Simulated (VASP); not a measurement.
# YSiF3 (R-3c) in VASP: single point with PBE

Aim: the single point of YSiF3 with PBE.

Program: VASP 6.6.1. These are calculated values, not measurements. Logs are shortened: lines on timing, memory, paths and dates and some standing lists are left out, and cuts for length are marked.

## (1) The cell of the first run

Symmetry: R-3c, No. 167, trigonal system. Conventional cell: a = 5.548 Å, b = 5.548 Å, c = 13.589 Å, α = 90.00°, β = 90.00°, γ = 120.00°. Y (site symmetry 32) has 9 F at 2.37 to 2.80 Å within 3.1 Å. Si (site symmetry -3) has 6 F at 2.00 Å within 2.7 Å. Within 2.7 Å of F (site symmetry 2) lie 2 Si at 2.00 Å and 1 Y at 2.37 Å.

## (2) Single point, PBE

INCAR reads:

```
SYSTEM = YSiF3
PREC = Accurate
ENCUT = 520
EDIFF = 1E-7
ISMEAR = 0
SIGMA = 0.1
LREAL = .FALSE.
LASPH = .TRUE.
NELM = 80
ALGO = Normal
ISIF = 2
LWAVE = .FALSE.
LCHARG = .TRUE.
GGA = PE
LELF = .TRUE.
LVHAR = .TRUE.
NBANDS = 47
```

KPOINTS reads:

```
Automatic mesh
0
G
  4 4 4
  0 0 0
```

POSCAR reads:

```
YSiF3
1.0
    2.7737547000      1.6014280300      4.5295224700
   -2.7737547000      1.6014280300      4.5295224700
    0.0000000000     -3.2028560500      4.5295224700
Y Si F
2 2 6
Direct
    0.7500000000      0.7500000000      0.7500000000
    0.2500000000      0.2500000000      0.2500000000
    0.5000000000      0.5000000000      0.5000000000
    0.0000000000      0.0000000000      0.0000000000
    0.8230538300      0.2500000000      0.6769461700
    0.6769461700      0.8230538300      0.2500000000
    0.2500000000      0.6769461700      0.8230538300
    0.1769461700      0.7500000000      0.3230538300
    0.3230538300      0.1769461700      0.7500000000
    0.7500000000      0.3230538300      0.1769461700
```

Potentials or basis: VASP PAW PBE potentials, release 64 (Y_sv, Si, F).

The run is started by

```sh
$ cat potpaw_PBE.64/Y_sv/POTCAR potpaw_PBE.64/Si/POTCAR potpaw_PBE.64/F/POTCAR > POTCAR
$ mpirun -np 1 vasp_std > vasp.out
```

OUTCAR:

```text
SYSTEM = YSiF3
   PREC = Accurate
   ENCUT = 520
   EDIFF = 1E-7
   ISMEAR = 0
   LREAL = .FALSE.
   LASPH = .TRUE.
   NELM = 80
   ISIF = 2
   GGA = PE

 ion  position               nearest neighbor table
   1  0.750  0.750  0.750-   9 2.37   8 2.37  10 2.37   7 2.80   5 2.80   6 2.80   6 2.80   5 2.80
                             7 2.80   4 3.40   3 3.40   4 3.40   3 3.40   4 3.40   3 3.40   3 3.40
   2  0.250  0.250  0.250-   6 2.37   5 2.37   7 2.37   8 2.80  10 2.80   9 2.80   9 2.80   8 2.80
                            10 2.80   3 3.40   4 3.40   3 3.40   4 3.40   3 3.40   4 3.40   3 3.40
   3  0.500  0.500  0.500-   5 2.00   8 2.00   7 2.00  10 2.00   9 2.00   6 2.00   2 3.40   2 3.40
                             1 3.40   1 3.40   2 3.40   1 3.40   2 3.40   1 3.40
   4  0.000  0.000  0.000-   7 2.00  10 2.00   8 2.00   5 2.00   9 2.00   6 2.00   1 3.40   1 3.40
                             2 3.40   2 3.40   1 3.40   2 3.40   2 3.40   1 3.40
   5  0.823  0.250  0.677-   3 2.00   4 2.00   2 2.37   1 2.80   1 2.80
   6  0.677  0.823  0.250-   3 2.00   4 2.00   2 2.37   1 2.80   1 2.80
   7  0.250  0.677  0.823-   4 2.00   3 2.00   2 2.37   1 2.80   1 2.80
   8  0.177  0.750  0.323-   3 2.00   4 2.00   1 2.37   2 2.80   2 2.80
   9  0.323  0.177  0.750-   3 2.00   4 2.00   1 2.37   2 2.80   2 2.80
  10  0.750  0.323  0.177-   4 2.00   3 2.00   1 2.37   2 2.80   2 2.80

  LATTYP: Found a face centered cubic cell.
 ALAT       =     7.8453630480

  Lattice vectors:

 A1 = (   2.7737547000,   1.6014280300,   4.5295224700)
 A2 = (  -2.7737547000,   1.6014280300,   4.5295224700)
 A3 = (   0.0000000000,  -3.2028560500,   4.5295224700)

Analysis of symmetry for initial positions (statically):
=====================================================================
 Subroutine PRICEL returns:
 Original cell was already a primitive cell.

 Routine SETGRP: Setting up the symmetry group for a
 face centered cubic supercell.

 Subroutine GETGRP returns: Found 12 space group operations
 (whereof  6 operations were pure point group operations)
 out of a pool of 48 trial point group operations.

The static configuration has the point symmetry S_6 .
 The point group associated with its full space group is D_3d.

Analysis of symmetry for dynamics (positions and initial velocities):
=====================================================================
 Subroutine PRICEL returns:
 Original cell was already a primitive cell.

 Routine SETGRP: Setting up the symmetry group for a
 face centered cubic supercell.

 Subroutine GETGRP returns: Found 12 space group operations
 (whereof  6 operations were pure point group operations)
 out of a pool of 48 trial point group operations.

The dynamic configuration has the point symmetry S_6 .
 The point group associated with its full space group is D_3d.

 Subroutine INISYM returns: Found 12 space group operations
 (whereof  6 operations are pure point group operations),
 and found     1 'primitive' translations

----------------------------------------------------------------------------------------

                                     Primitive cell

  volume of cell :     120.7200

  direct lattice vectors                    reciprocal lattice vectors
     2.773754700  1.601428030  4.529522470     0.180261074  0.104073779  0.073591275
    -2.773754700  1.601428030  4.529522470    -0.180261074  0.104073779  0.073591275
     0.000000000 -3.202856050  4.529522470     0.000000000 -0.208147558  0.073591275

  length of vectors
     5.547509412  5.547509412  5.547509413     0.220773825  0.220773825  0.220773825

  position of ions in fractional coordinates (direct lattice)
     0.750000000  0.750000000  0.750000000
     0.250000000  0.250000000  0.250000000
     0.500000000  0.500000000  0.500000000
     0.000000000  0.000000000  0.000000000
     0.823053830  0.250000000  0.676946170
     0.676946170  0.823053830  0.250000000
     0.250000000  0.676946170  0.823053830
     0.176946170  0.750000000  0.323053830
     0.323053830  0.176946170  0.750000000
     0.750000000  0.323053830  0.176946170

  ion indices of the primitive-cell ions
   primitive index   ion index
                 1           1
                 2           2
                 3           3
                 4           4
                 5           5
                 6           6
                 7           7
                 8           8
                 9           9
                10          10

----------------------------------------------------------------------------------------

 KPOINTS: Automatic mesh

Automatic generation of k-mesh.
 Grid dimensions read from file:
 generate k-points for:    4    4    4

 Generating k-lattice:

  Cartesian coordinates                     Fractional coordinates (reciprocal lattice)
     0.045065268  0.026018445  0.018397819     0.250000000  0.000000000  0.000000000
    -0.045065268  0.026018445  0.018397819     0.000000000  0.250000000  0.000000000
     0.000000000 -0.052036890  0.018397819     0.000000000  0.000000000  0.250000000

  Length of vectors
     0.055193456  0.055193456  0.055193456

  Shift w.r.t. Gamma in fractional coordinates (k-lattice)
     0.000000000  0.000000000  0.000000000

 Subroutine IBZKPT returns following result:
 ===========================================

 Found     13 irreducible k-points:

 Following reciprocal coordinates:
            Coordinates               Weight
  0.000000  0.000000  0.000000      1.000000
  0.250000  0.000000  0.000000      6.000000
  0.250000  0.250000  0.250000      2.000000
  0.500000  0.000000  0.000000      3.000000
  0.500000  0.500000  0.500000      1.000000
  0.250000  0.250000  0.000000      6.000000
  0.500000  0.250000 -0.000000     12.000000
  0.250000  0.250000 -0.250000      6.000000
  0.500000  0.250000  0.500000      6.000000
 -0.250000  0.250000  0.000000      6.000000
  0.250000  0.250000  0.500000      6.000000
  0.500000  0.500000  0.000000      3.000000
 -0.250000  0.500000  0.250000      6.000000
   k-points           NKPTS =     13   k-points in BZ     NKDIM =     13   number of bands    NBANDS=     47
   number of dos      NEDOS =    301   number of ions     NIONS =     10
   total plane-waves  NPLWV =  74088
   dimension x,y,z NGX =    42 NGY =   42 NGZ =   42
   dimension x,y,z NGXF=    84 NGYF=   84 NGZF=   84
   ions per type =               2   2   6
   NGX,Y,Z   is equivalent  to a cutoff of  12.59, 12.59, 12.59 a.u.
   NGXF,Y,Z  is equivalent  to a cutoff of  25.17, 25.17, 25.17 a.u.
 SYSTEM =  YSiF3
   PREC   = accura    normal or accurate (medium, high low for compatibility)
   ISTART =      0    job   : 0-new  1-cont  2-samecut
   ICHARG =      2    charge: 1-file 2-atom 10-const
   ISPIN  =      1    spin polarized calculation?
   LNONCOLLINEAR =      F non collinear calculations
   LSORBIT =      F    spin-orbit coupling
   LASPH  =      T    aspherical Exc in radial PAW
   ENCUT  =  520.0 eV  38.22 Ry    6.18 a.u.  10.31 10.31 10.31*2*pi/ulx,y,z
   NELM   =     80;   NELMIN=  2; NELMDL= -5     # of ELM steps
   EDIFF  = 0.1E-06   stopping-criterion for ELM
   LREAL  =      F    real-space projection
   EDIFFG = 0.1E-05   stopping-criterion for IOM
   NSW    =      0    number of steps for IOM
   IBRION =     -1    ionic relax: 0-MD 1-quasi-New 2-CG
   NFREE  =      0    steps in history (QN), initial steepest desc. (CG)
   ISIF   =      2    stress and relaxation
   ISYM   =      2    0-nonsym 1-usesym 2-fastsym
   POTIM  = 0.5000    time-step for ionic-motion
   TEBEG  =    0.0;   TEEND  =   0.0 temperature during run
   PSTRESS=    0.0 pullay stress
   NELECT =      72.0000    total number of electrons
   NUPDOWN=      -1.0000    fix difference up-down
   EMIN   =  10.00;   EMAX   =-10.00  energy-range for DOS
   EFERMI =   0.00;   METHOD = LEGACY
   ISMEAR =     0;   SIGMA  =   0.10  broadening in eV -4-tet -1-fermi 0-gaus
   EFERMI_NEDOS =   21; number of points for ismear=-14 and -15
   IALGO  =     38    algorithm
   IMIX   =      4    mixing-type and parameters
     AMIX     =   0.40;   BMIX     =  1.00
     AMIX_MAG =   1.60;   BMIX_MAG =  1.00
  volume/ion in A,a.u.               =      12.07        81.47
  Fermi-wavevector in a.u.,A,eV,Ry     =   1.378032  2.604103 25.837083  1.898972
  Thomas-Fermi vector in A             =   2.503131
   LORBIT       =      0    0 simple, 1 ext, 2 COOP (PROOUT), +10 PAW based schemes
   GGA     = PE    functional components
   LHFCALC =     F    Hartree Fock is set to
   AEXX    =    0.0000 exact exchange contribution
   IVDW    =     0    specifies the selected vdW correction
   LEPSILON=     F    determine dielectric tensor
   LRPA    =     F    only Hartree local field effects (RPA)
 non-spin polarized calculation
 Gauss-broadening in eV      SIGMA  =   0.10
  energy-cutoff  :      520.00
  volume of cell :      120.72
 maximum number of plane-waves:      3287
 NGX is ok and might be reduce to    42
   NGX = 21   NGY = 21   NGZ = 21

 number of electron      72.0000054 magnetization

 Free energy of the ion-electron system (eV)
  ---------------------------------------------------
  ext. energy  EPLUGINS =         0.00000000
  ---------------------------------------------------
  free energy    TOTEN  =       -46.27339056 eV

  energy without entropy =      -46.24908570  energy(sigma->0) =      -46.26123813

 E-fermi :   8.7527     XC(G=0): -11.0411

 val. band max:        8.7424305362   @ k =   0.5000   0.0000   0.0000
 cond. band min:       8.8695680174   @ k =   0.2500   0.2500   0.5000
 fundamental gap:      0.1271374812
 Fermi energy:         8.7526516172

 k-point     1 :       0.0000    0.0000    0.0000
  band No.  band energies     occupation
      1     -35.9048      2.00000
      2     -35.8761      2.00000
      3     -20.2616      2.00000
      4     -19.7322      2.00000
      5     -19.7322      2.00000
      6     -19.5962      2.00000
[... 39 lines left out ...]
     46      11.8859      0.00000
     47      11.8859      0.00000
[... 598 lines left out ...]
     46      10.7387      0.00000
     47      12.0251      0.00000

------------------------ aborting loop because EDIFF is reached ----------------------------------------

  FORCE on cell =-STRESS in cart. coord.  units (eV):
  Direction    XX          YY          ZZ          XY          YZ          ZX
  --------------------------------------------------------------------------------------
  -------------------------------------------------------------------------------------
  Total       28.6983958     28.6983959     24.8295666      0.0000000      0.0000000      0.0000000
  in kB      380.8807801    380.8807820    329.5342627      0.0000000      0.0000002      0.0000000
  external PRESSURE =     363.7652749 kB  Pullay stress =       0.0000000 kB

 VOLUME and BASIS-vectors are now :
 -----------------------------------------------------------------------------
  energy-cutoff  :      520.00
  volume of cell :      120.72
      direct lattice vectors                 reciprocal lattice vectors
     2.773754700  1.601428030  4.529522470     0.180261074  0.104073779  0.073591275
    -2.773754700  1.601428030  4.529522470    -0.180261074  0.104073779  0.073591275
     0.000000000 -3.202856050  4.529522470     0.000000000 -0.208147558  0.073591275

 POSITION                                       TOTAL-FORCE (eV/Angst)
 -----------------------------------------------------------------------------------
      0.00000      0.00000     10.19143         0.000000      0.000000     -0.000000
      0.00000      0.00000      3.39714         0.000000      0.000000     -0.000000
      0.00000      0.00000      6.79428         0.000000      0.000000     -0.000000
      0.00000      0.00000      0.00000         0.000000      0.000000     -0.000000
      1.58951     -0.44974      7.92666         0.259720      0.449848     -0.000000
     -0.40527      1.60143      7.92666        -0.519439      0.000000      0.000000
     -1.18424     -1.15169      7.92666         0.259720     -0.449848     -0.000000
     -1.58951      0.44974      5.66190        -0.259720     -0.449848     -0.000000
      0.40527     -1.60143      5.66190         0.519439      0.000000      0.000000
      1.18424      1.15169      5.66190        -0.259720      0.449848     -0.000000
 -----------------------------------------------------------------------------------
    total drift:                               -0.000000     -0.000000      0.000000

  FREE ENERGIE OF THE ION-ELECTRON SYSTEM (eV)
  ---------------------------------------------------
  free  energy   TOTEN  =       -46.2733905595 eV

  energy  without entropy=      -46.2490857017  energy(sigma->0) =      -46.26123813
```

It took 91 s on 1 thread of AMD EPYC 7R13 (Zen 3), shared host; peak memory 0.26 GiB.

What came out:

- Free energy: -46.2734 eV
- Pressure: 36.4 GPa
- Largest force: 0.519 eV/Å
- Band gap on the k mesh: zero (band 36 reaches 8.97 eV, above the bottom of band 37 at 8.09 eV)

Forces in eV/Å, atoms in the order of the input:
```
Y    0.000  0.000  0.000
Y    0.000  0.000  0.000
Si   0.000  0.000  0.000
Si   0.000  0.000  0.000
F    0.260  0.450  0.000
F   -0.519  0.000  0.000
F    0.260 -0.450  0.000
F   -0.260 -0.450  0.000
F    0.519  0.000  0.000
F   -0.260  0.450  0.000
```

Levels at points of the mesh, in eV from the Fermi level:
```tsv
k point	band 32	band 33	band 34	band 35	band 36	band 37	band 38	band 39	band 40	band 41
(0.00, 0.00, 0.00)	-8.94	-5.96	-1.50	-1.08	-1.08	-0.66	-0.66	0.20	0.29	0.96
(0.50, 0.00, 0.00)	-8.97	-3.28	-3.28	-0.01	-0.01	0.25	0.25	0.97	0.97	1.30
(0.50, 0.50, 0.50)	-9.18	-3.23	-3.23	0.21	0.21	0.21	0.21	1.08	1.08	1.08
(0.50, 0.50, 0.00)	-8.81	-3.40	-1.60	-0.64	0.22	0.24	0.78	0.88	0.92	1.52
```
